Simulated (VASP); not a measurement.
# ZrC (P6_3/mmc) in VASP: a series of runs

ZrC is run at these levels: LDA, r2SCAN; tasks: single point.

Everything below comes from runs of VASP 6.6.1. Logs are shortened: lines on timing, memory, paths and dates and some standing lists are left out, and cuts for length are marked.

**1. The cell of the first run**

It takes space group P6_3/mmc (No. 194, hexagonal). The conventional cell has a = 3.391 Å, b = 3.391 Å, c = 5.290 Å, α = 90.00°, β = 90.00°, γ = 120.00°. Zr (site symmetry -6m2) has 6 C at 2.36 Å within 3.1 Å. Within 3.1 Å of C (site symmetry -3m) lie 6 Zr at 2.36 Å and 2 C at 2.65 Å.

**2. Single point, LDA**

Input file INCAR:

```
SYSTEM = ZrC
PREC = Accurate
ENCUT = 520
EDIFF = 1E-6
ISMEAR = -1
SIGMA = 0.05
LREAL = .False.
LASPH = .True.
NELM = 100
ALGO = Normal
ISIF = 2
LWAVE = .False.
LCHARG = .False.
GGA = CA
NBANDS = 24
```

Input file KPOINTS:

```
Automatic mesh
0
Gamma
  9 9 5
  0 0 0
```

Input file POSCAR:

```
ZrC
1.0
    3.3914762718      0.0000000000      0.0000000000
   -1.6957381359      2.9371046077      0.0000000000
    0.0000000000      0.0000000000      5.2900530000
Zr C
2 2
Direct
    0.6666666667      0.3333333333      0.7500000000
    0.3333333333      0.6666666667      0.2500000000
    0.0000000000      0.0000000000      0.5000000000
    0.0000000000      0.0000000000      0.0000000000
```

Potentials or basis: VASP PAW LDA potentials, release 64 (Zr_sv, C).

Launch:

```sh
> cat potpaw_LDA.64/Zr_sv/POTCAR potpaw_LDA.64/C/POTCAR > POTCAR
> mpirun -np 1 vasp_std > vasp.out
```

OUTCAR:

```text
SYSTEM = ZrC
   PREC = Accurate
   ENCUT = 520
   EDIFF = 1E-6
   ISMEAR = -1
   LREAL = .False.
   LASPH = .True.
   NELM = 100
   ISIF = 2
   GGA = CA

 ion  position               nearest neighbor table
   1  0.667  0.333  0.750-   3 2.36   4 2.36   3 2.36   4 2.36   3 2.36   4 2.36   2 3.29   2 3.29
                             2 3.29   2 3.29   2 3.29   2 3.29
   2  0.333  0.667  0.250-   3 2.36   4 2.36   3 2.36   4 2.36   3 2.36   4 2.36   1 3.29   1 3.29
                             1 3.29   1 3.29   1 3.29   1 3.29
   3  0.000  0.000  0.500-   1 2.36   2 2.36   2 2.36   1 2.36   1 2.36   2 2.36
   4  0.000  0.000  0.000-   1 2.36   2 2.36   2 2.36   1 2.36   1 2.36   2 2.36

  LATTYP: Found a hexagonal cell.
 ALAT       =     3.3914762718
 C/A-ratio  =     1.5598083478

  Lattice vectors:

 A1 = (   3.3914762718,   0.0000000000,   0.0000000000)
 A2 = (  -1.6957381359,   2.9371046077,   0.0000000000)
 A3 = (   0.0000000000,   0.0000000000,   5.2900530000)

Analysis of symmetry for initial positions (statically):
=====================================================================
 Subroutine PRICEL returns:
 Original cell was already a primitive cell.

 Routine SETGRP: Setting up the symmetry group for a
 hexagonal supercell.

 Subroutine GETGRP returns: Found 24 space group operations
 (whereof 12 operations were pure point group operations)
 out of a pool of 24 trial point group operations.

The static configuration has the point symmetry D_3d.
 The point group associated with its full space group is D_6h.

Analysis of symmetry for dynamics (positions and initial velocities):
=====================================================================
 Subroutine PRICEL returns:
 Original cell was already a primitive cell.

 Routine SETGRP: Setting up the symmetry group for a
 hexagonal supercell.

 Subroutine GETGRP returns: Found 24 space group operations
 (whereof 12 operations were pure point group operations)
 out of a pool of 24 trial point group operations.

The dynamic configuration has the point symmetry D_3d.
 The point group associated with its full space group is D_6h.

 Subroutine INISYM returns: Found 24 space group operations
 (whereof 12 operations are pure point group operations),
 and found     1 'primitive' translations

----------------------------------------------------------------------------------------

                                     Primitive cell

  volume of cell :      52.6949

  direct lattice vectors                    reciprocal lattice vectors
[... 86 lines left out ...]
   LNONCOLLINEAR =      F non collinear calculations
   LSORBIT =      F    spin-orbit coupling
   LASPH  =      T    aspherical Exc in radial PAW
   ENCUT  =  520.0 eV  38.22 Ry    6.18 a.u.   6.31  6.31  9.84*2*pi/ulx,y,z
   NELM   =    100;   NELMIN=  2; NELMDL= -5     # of ELM steps
   EDIFF  = 0.1E-05   stopping-criterion for ELM
   LREAL  =      F    real-space projection
   EDIFFG = 0.1E-04   stopping-criterion for IOM
   NSW    =      0    number of steps for IOM
   IBRION =     -1    ionic relax: 0-MD 1-quasi-New 2-CG
   NFREE  =      0    steps in history (QN), initial steepest desc. (CG)
   ISIF   =      2    stress and relaxation
   ISYM   =      2    0-nonsym 1-usesym 2-fastsym
   POTIM  = 0.5000    time-step for ionic-motion
   TEBEG  =    0.0;   TEEND  =   0.0 temperature during run
   PSTRESS=    0.0 pullay stress
   NELECT =      32.0000    total number of electrons
   NUPDOWN=      -1.0000    fix difference up-down
   EMIN   =  10.00;   EMAX   =-10.00  energy-range for DOS
   EFERMI =   0.00;   METHOD = LEGACY
   ISMEAR =    -1;   SIGMA  =   0.05  broadening in eV -4-tet -1-fermi 0-gaus
   EFERMI_NEDOS =   21; number of points for ismear=-14 and -15
   IALGO  =     38    algorithm
   IMIX   =      4    mixing-type and parameters
     AMIX     =   0.40;   BMIX     =  1.00
     AMIX_MAG =   1.60;   BMIX_MAG =  1.00
  volume/ion in A,a.u.               =      13.17        88.90
  Fermi-wavevector in a.u.,A,eV,Ry     =   1.386337  2.619797 26.149441  1.921930
  Thomas-Fermi vector in A             =   2.510662
   LORBIT       =      0    0 simple, 1 ext, 2 COOP (PROOUT), +10 PAW based schemes
   GGA     = CA    functional components
   LHFCALC =     F    Hartree Fock is set to
   AEXX    =    0.0000 exact exchange contribution
   IVDW    =     0    specifies the selected vdW correction
   LEPSILON=     F    determine dielectric tensor
   LRPA    =     F    only Hartree local field effects (RPA)
 non-spin polarized calculation
  energy-cutoff  :      520.00
  volume of cell :       52.69
 maximum number of plane-waves:      1431
 NGX is ok and might be reduce to    28
   NGX = 13   NGY = 13   NGZ = 19

 number of electron      32.0000001 magnetization

 Free energy of the ion-electron system (eV)
  ---------------------------------------------------
  ext. energy  EPLUGINS =         0.00000000
  ---------------------------------------------------
  free energy    TOTEN  =       -41.80809068 eV

  energy without entropy =      -41.80173020  energy(sigma->0) =      -41.80491044

 E-fermi :   9.5692     XC(G=0): -12.2835

 val. band max:        9.5349544061   @ k =   0.2222   0.2222   0.2000
 cond. band min:       9.6049556178   @ k =   0.1111   0.1111   0.2000
 fundamental gap:      0.0700012116
 Fermi energy:         9.5691539410

 k-point     1 :       0.0000    0.0000    0.0000
  band No.  band energies     occupation
      1     -38.4883      2.00000
      2     -38.3721      2.00000
      3     -17.1955      2.00000
      4     -16.4920      2.00000
      5     -16.4920      2.00000
      6     -16.3922      2.00000
[... 637 lines left out ...]
     23      16.7743      0.00000
     24      16.7745      0.00000

 [... further k-points ...]
[... 5 lines left out ...]
  --------------------------------------------------------------------------------------
  -------------------------------------------------------------------------------------
  Total       -3.9034759     -3.9034759     -3.2352900      0.0000000      0.0000000     -0.0000000
  in kB     -118.6844624   -118.6844624    -98.3683920      0.0000000      0.0000000     -0.0000000
  external PRESSURE =    -111.9124389 kB  Pullay stress =       0.0000000 kB

 VOLUME and BASIS-vectors are now :
 -----------------------------------------------------------------------------
  energy-cutoff  :      520.00
  volume of cell :       52.69
      direct lattice vectors                 reciprocal lattice vectors
     3.391476272  0.000000000  0.000000000     0.294856847  0.170235680  0.000000000
    -1.695738136  2.937104608  0.000000000     0.000000000  0.340471360  0.000000000
     0.000000000  0.000000000  5.290053000     0.000000000  0.000000000  0.189034023

 POSITION                                       TOTAL-FORCE (eV/Angst)
 -----------------------------------------------------------------------------------
      1.69574      0.97903      3.96754         0.000000      0.000000      0.000000
     -0.00000      1.95807      1.32251        -0.000000     -0.000000      0.000000
      0.00000      0.00000      2.64503         0.000000      0.000000      0.000000
      0.00000      0.00000      0.00000         0.000000      0.000000      0.000000
 -----------------------------------------------------------------------------------
    total drift:                               -0.000000      0.000000     -0.000000

  FREE ENERGIE OF THE ION-ELECTRON SYSTEM (eV)
  ---------------------------------------------------
  free  energy   TOTEN  =       -41.8080906776 eV

  energy  without entropy=      -41.8017301960  energy(sigma->0) =      -41.80491044
```

stdout:

```text
POSCAR found type information on POSCAR ZrC
 POSCAR found :  2 types and       4 ions
 scaLAPACK will be used
 LDA part: xc-table for (Slater(with rela. corr.)+CA(PZ))
 , standard interpolation
 POSCAR, INCAR and KPOINTS ok, starting setup
 FFT: planning ... GRIDC
 FFT: planning ... GRID_SOFT
 FFT: planning ... GRID
 WAVECAR not read
 entering main loop
```

Run time: 20 s. Hardware: 1 thread of Intel Xeon 6975P-C (Granite Rapids), shared host; peak memory 0.17 GiB.

What came out:

- Free energy: -41.8081 eV
- Pressure: -11.2 GPa
- Band gap on the k mesh: zero (band 16 reaches 10.49 eV, above the bottom of band 17 at 9.54 eV)

(Part 1 of 2 ends here.)
